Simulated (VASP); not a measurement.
# GaSe5 (P-6m2) in VASP: further runs

The runs below take GaSe5 through single point, with PBE.

Everything below comes from runs of VASP 6.6.1. Logs are shortened: lines on timing, memory, paths and dates and some standing lists are left out, and cuts for length are marked.

## 1. The cell of the first run

The structure is hexagonal, space group P-6m2 (No. 187). Conventional cell: a = 3.525 Å, b = 3.525 Å, c = 15.661 Å, α = 90.00°, β = 90.00°, γ = 120.00°. Within 3.6 Å of Ga (site symmetry -6m2) lie 6 Se at 2.63 Å and 6 Ga at 3.53 Å. Se (site symmetry 3m) has 3 Ga at 2.63 Å and 7 Se at 3.32 to 3.53 Å within 3.6 Å. Within 3.6 Å of Se (site symmetry 3m) lie 10 Se at 2.72 to 3.60 Å. Within 3.6 Å of Se (site symmetry -6m2) lie 12 Se at 2.72 to 3.53 Å.

The cell was generated, and may not be a known phase.

## 2. Single point, PBE

The input, INCAR:

```
SYSTEM = GaSe5
PREC = Accurate
ENCUT = 520
EDIFF = 1E-6
ISMEAR = 0
SIGMA = 0.1
LREAL = .FALSE.
LASPH = .TRUE.
NELM = 80
ALGO = Normal
ISIF = 2
LWAVE = .FALSE.
LCHARG = .FALSE.
GGA = PE
NBANDS = 30
```

The input, KPOINTS:

```
regular mesh
0
G
  6 6 1
  0 0 0
```

The input, POSCAR:

```
GaSe5
1.0
    3.5251952444      0.0000000000      0.0000000000
   -1.7625976222      3.0529086350      0.0000000000
    0.0000000000      0.0000000000     15.6608719863
Ga Se
1 5
Direct
    0.0000000000      0.0000000000      0.0000000000
    0.6666666667      0.3333333333      0.8939853147
    0.0000000000      0.0000000000      0.6148557938
    0.6666666667      0.3333333333      0.5000000000
    0.0000000000      0.0000000000      0.3851442062
    0.6666666667      0.3333333333      0.1060146853
```

Potentials or basis: VASP PAW PBE potentials, release 64 (Ga_d, Se).

The run is started by

```bash
$ cat potpaw_PBE.64/Ga_d/POTCAR potpaw_PBE.64/Se/POTCAR > POTCAR
$ mpirun -np 1 vasp_std > vasp.out
```

OUTCAR:

```text
SYSTEM = GaSe5
   PREC = Accurate
   ENCUT = 520
   EDIFF = 1E-6
   ISMEAR = 0
   LREAL = .FALSE.
   LASPH = .TRUE.
   NELM = 80
   ISIF = 2
   GGA = PE

 ion  position               nearest neighbor table
   1  0.000  0.000  0.000-   2 2.63   6 2.63   2 2.63   6 2.63   2 2.63   6 2.63
   2  0.667  0.333  0.894-   1 2.63   1 2.63   1 2.63
   3  0.000  0.000  0.615-   4 2.72   4 2.72   4 2.72
   4  0.667  0.333  0.500-   3 2.72   5 2.72   3 2.72   5 2.72   3 2.72   5 2.72
   5  0.000  0.000  0.385-   4 2.72   4 2.72   4 2.72
   6  0.667  0.333  0.106-   1 2.63   1 2.63   1 2.63

  LATTYP: Found a hexagonal cell.
 ALAT       =     3.5251952444
 C/A-ratio  =     4.4425544971

  Lattice vectors:

 A1 = (   3.5251952444,   0.0000000000,   0.0000000000)
 A2 = (  -1.7625976222,   3.0529086350,   0.0000000000)
 A3 = (   0.0000000000,   0.0000000000,  15.6608719863)

Analysis of symmetry for initial positions (statically):
=====================================================================
 Subroutine PRICEL returns:
 Original cell was already a primitive cell.

 Routine SETGRP: Setting up the symmetry group for a
 hexagonal supercell.

 Subroutine GETGRP returns: Found 12 space group operations
 (whereof 12 operations were pure point group operations)
 out of a pool of 24 trial point group operations.

The static configuration has the point symmetry D_3h.

Analysis of symmetry for dynamics (positions and initial velocities):
=====================================================================
 Subroutine PRICEL returns:
 Original cell was already a primitive cell.

 Routine SETGRP: Setting up the symmetry group for a
 hexagonal supercell.

 Subroutine GETGRP returns: Found 12 space group operations
 (whereof 12 operations were pure point group operations)
 out of a pool of 24 trial point group operations.

The dynamic configuration has the point symmetry D_3h.

 Subroutine INISYM returns: Found 12 space group operations
 (whereof 12 operations are pure point group operations),
 and found     1 'primitive' translations

----------------------------------------------------------------------------------------

                                     Primitive cell

[... 78 lines left out ...]
   ENCUT  =  520.0 eV  38.22 Ry    6.18 a.u.   6.55  6.55 29.12*2*pi/ulx,y,z
   NELM   =     80;   NELMIN=  2; NELMDL= -5     # of ELM steps
   EDIFF  = 0.1E-05   stopping-criterion for ELM
   LREAL  =      F    real-space projection
   EDIFFG = 0.1E-04   stopping-criterion for IOM
   NSW    =      0    number of steps for IOM
   IBRION =     -1    ionic relax: 0-MD 1-quasi-New 2-CG
   NFREE  =      0    steps in history (QN), initial steepest desc. (CG)
   ISIF   =      2    stress and relaxation
   ISYM   =      2    0-nonsym 1-usesym 2-fastsym
   POTIM  = 0.5000    time-step for ionic-motion
   TEBEG  =    0.0;   TEEND  =   0.0 temperature during run
   PSTRESS=    0.0 pullay stress
   NELECT =      43.0000    total number of electrons
   NUPDOWN=      -1.0000    fix difference up-down
   EMIN   =  10.00;   EMAX   =-10.00  energy-range for DOS
   EFERMI =   0.00;   METHOD = LEGACY
   ISMEAR =     0;   SIGMA  =   0.10  broadening in eV -4-tet -1-fermi 0-gaus
   EFERMI_NEDOS =   21; number of points for ismear=-14 and -15
   IALGO  =     38    algorithm
   IMIX   =      4    mixing-type and parameters
     AMIX     =   0.40;   BMIX     =  1.00
     AMIX_MAG =   1.60;   BMIX_MAG =  1.00
  volume/ion in A,a.u.               =      28.09       189.57
  Fermi-wavevector in a.u.,A,eV,Ry     =   1.038309  1.962120 14.668249  1.078086
  Thomas-Fermi vector in A             =   2.172787
   LORBIT       =      0    0 simple, 1 ext, 2 COOP (PROOUT), +10 PAW based schemes
   GGA     = PE    functional components
   LHFCALC =     F    Hartree Fock is set to
   AEXX    =    0.0000 exact exchange contribution
   IVDW    =     0    specifies the selected vdW correction
   LEPSILON=     F    determine dielectric tensor
   LRPA    =     F    only Hartree local field effects (RPA)
 non-spin polarized calculation
 Gauss-broadening in eV      SIGMA  =   0.10
  energy-cutoff  :      520.00
  volume of cell :      168.54
 maximum number of plane-waves:      4583
 NGX is ok and might be reduce to    28
   NGX = 13   NGY = 13   NGZ = 59

 number of electron      42.9999984 magnetization

 Free energy of the ion-electron system (eV)
  ---------------------------------------------------
  ext. energy  EPLUGINS =         0.00000000
  ---------------------------------------------------
  free energy    TOTEN  =       -19.23420702 eV

  energy without entropy =      -19.21659414  energy(sigma->0) =      -19.22540058

 E-fermi :   2.1861     XC(G=0):  -8.5500

 val. band max:        2.1100269113   @ k =   0.3333   0.3333   0.0000
 cond. band min:       2.2477572892   @ k =   0.3333   0.3333   0.0000
 fundamental gap:      0.1377303779
 Fermi energy:         2.1860649652

 k-point     1 :       0.0000    0.0000    0.0000
  band No.  band energies     occupation
      1     -14.2407      2.00000
      2     -12.5484      2.00000
      3     -12.5484      2.00000
      4     -12.4858      2.00000
      5     -12.4822      2.00000
      6     -12.4822      2.00000
[... 220 lines left out ...]
     29       9.3986      0.00000
     30       9.5520      0.00000

------------------------ aborting loop because EDIFF is reached ----------------------------------------

  FORCE on cell =-STRESS in cart. coord.  units (eV):
  Direction    XX          YY          ZZ          XY          YZ          ZX
  --------------------------------------------------------------------------------------
  -------------------------------------------------------------------------------------
  Total        0.0198224      0.0198224      0.1359228      0.0000000      0.0000000      0.0000000
  in kB        0.1884318      0.1884318      1.2920822      0.0000000      0.0000000      0.0000000
  external PRESSURE =       0.5563153 kB  Pullay stress =       0.0000000 kB

 VOLUME and BASIS-vectors are now :
 -----------------------------------------------------------------------------
  energy-cutoff  :      520.00
  volume of cell :      168.54
      direct lattice vectors                 reciprocal lattice vectors
     3.525195244  0.000000000  0.000000000     0.283672231  0.163778239  0.000000000
    -1.762597622  3.052908635  0.000000000     0.000000000  0.327556478  0.000000000
     0.000000000  0.000000000 15.660871986     0.000000000  0.000000000  0.063853405

 POSITION                                       TOTAL-FORCE (eV/Angst)
 -----------------------------------------------------------------------------------
      0.00000      0.00000      0.00000         0.000000     -0.000000      0.000000
      1.76260      1.01764     14.00059        -0.000000      0.000000     -0.027488
      0.00000      0.00000      9.62918        -0.000000     -0.000000      0.011319
      1.76260      1.01764      7.83044        -0.000000      0.000000      0.000000
      0.00000      0.00000      6.03169        -0.000000     -0.000000     -0.011319
      1.76260      1.01764      1.66028        -0.000000      0.000000      0.027488
 -----------------------------------------------------------------------------------
    total drift:                               -0.000001      0.000001      0.000000

  FREE ENERGIE OF THE ION-ELECTRON SYSTEM (eV)
  ---------------------------------------------------
  free  energy   TOTEN  =       -19.2342070198 eV

  energy  without entropy=      -19.2165941414  energy(sigma->0) =      -19.22540058
```

stdout:

```text
POSCAR found type information on POSCAR GaSe
 POSCAR found :  2 types and       6 ions
 scaLAPACK will be used
 LDA part: xc-table for (Slater+PW92), standard interpolation
 POSCAR, INCAR and KPOINTS ok, starting setup
 FFT: planning ... GRIDC
 FFT: planning ... GRID_SOFT
 FFT: planning ... GRID
 WAVECAR not read
 entering main loop
```

Wall time 78 s (1 thread of Intel Xeon Platinum 8375C at 2.90GHz (Ice Lake), shared host); peak memory 0.3 GiB.

Results:

| Property | Result |
| --- | --- |
| Free energy | -19.2342 eV |
| Pressure | 0.1 GPa |
| Largest force | 0.027 eV/Å |
| Band gap on the k mesh | zero (an odd number of electrons rules out a gap without spin polarisation) |

Forces on the atoms (eV/Å):
```
Ga   0.000  0.000  0.000
Se   0.000  0.000 -0.027
Se   0.000  0.000  0.011
Se   0.000  0.000  0.000
Se   0.000  0.000 -0.011
Se   0.000  0.000  0.027
```

Stress tensor (GPa, compression positive):
```
0.02 0.00 0.00
0.00 0.02 0.00
0.00 0.00 0.13
```

Levels at points of the mesh, in eV from the Fermi level:
| k point | band 19 | band 20 | band 21 | band 22 | band 23 | band 24 | band 25 | band 26 |
| --- | --- | --- | --- | --- | --- | --- | --- | --- |
| (0.00, 0.00, 0.00) | 0.25 | 0.25 | 0.89 | 0.89 | 1.03 | 1.03 | 1.56 | 2.11 |
| (0.50, 0.00, 0.00) | -1.49 | -0.91 | -0.15 | -0.14 | 0.64 | 0.85 | 0.86 | 1.68 |

Caveat: the k points lie up to 0.40 Å⁻¹ apart, too coarse for converged energies and pressures of a metal; this functional lacks dispersion, which binds layers or chains, so the pressure and a relaxed spacing across them are unreliable; an odd number of electrons without spin polarisation forces a metal; a magnetic or distorted state may lie lower.

## 3. Single point, PBE

This run uses another cell than the first one, of 33.40 Å³/atom.

The input, INCAR:

```
SYSTEM = GaSe5
PREC = Accurate ; ENCUT = 520
EDIFF = 1E-6 ; ISMEAR = 0
SIGMA = 0.1 ; LREAL = .False.
LASPH = .True. ; NELM = 80
ALGO = Normal ; ISIF = 2
LWAVE = .False. ; LCHARG = .False.
GGA = PE ; NBANDS = 30
```

The input, KPOINTS:

```
Automatic mesh
0
Gamma
  6 6 1
  0 0 0
```

The input, POSCAR:

```
GaSe5
1.0
    3.5776656400      0.0000000000      0.0000000000
   -1.7888328200      3.0983493300      0.0000000000
    0.0000000000      0.0000000000     18.0789843100
Ga Se
1 5
Direct
    0.0000000000      0.0000000000      0.0000000000
    0.6666666700      0.3333333300      0.8349520000
    0.0000000000      0.0000000000      0.6673210300
    0.6666666700      0.3333333300      0.5000000000
    0.0000000000      0.0000000000      0.3326789700
    0.6666666700      0.3333333300      0.1650480000
```

Potentials or basis: VASP PAW PBE potentials, release 64 (Ga_d, Se).

The run is started by

```bash
$ cat potpaw_PBE.64/Ga_d/POTCAR potpaw_PBE.64/Se/POTCAR > POTCAR
$ mpirun -np 1 vasp_std > vasp.out
```

Run time: 87 s. Hardware: 1 thread of Intel Xeon Platinum 8375C at 2.90GHz (Ice Lake), shared host; peak memory 0.32 GiB.

Results (log left out):

* Free energy: -13.4250 eV
* Pressure: -8.9 GPa
* Largest force: 0.447 eV/Å
* Band gap on the k mesh: zero (an odd number of electrons rules out a gap without spin polarisation)

Forces in eV/Å, atoms in the order of the input:
```
Ga   0.000  0.000  0.000
Se   0.000  0.000  0.315
Se   0.000  0.000 -0.447
Se   0.000  0.000  0.000
Se   0.000  0.000  0.447
Se   0.000  0.000 -0.315
```

Stress tensor (GPa, compression positive):
```
-9.05  0.00  0.00
 0.00 -9.05  0.00
 0.00  0.00 -8.65
```

Levels at points of the mesh, in eV from the Fermi level:
```tsv
k point	band 19	band 20	band 21	band 22	band 23	band 24
(0.00, 0.00, 0.00)	1.01	1.01	1.10	1.10	1.24	1.24
(0.50, 0.00, 0.00)	-0.41	-0.33	-0.23	-0.06	-0.03	0.15
```

Caveat: the cell stands under tension; this functional lacks dispersion, which binds layers or chains, so the pressure and a relaxed spacing across them are unreliable; an odd number of electrons without spin polarisation forces a metal; a magnetic or distorted state may lie lower.

The gap in the log of VASP goes by the Fermi energy; the results here count the filled bands.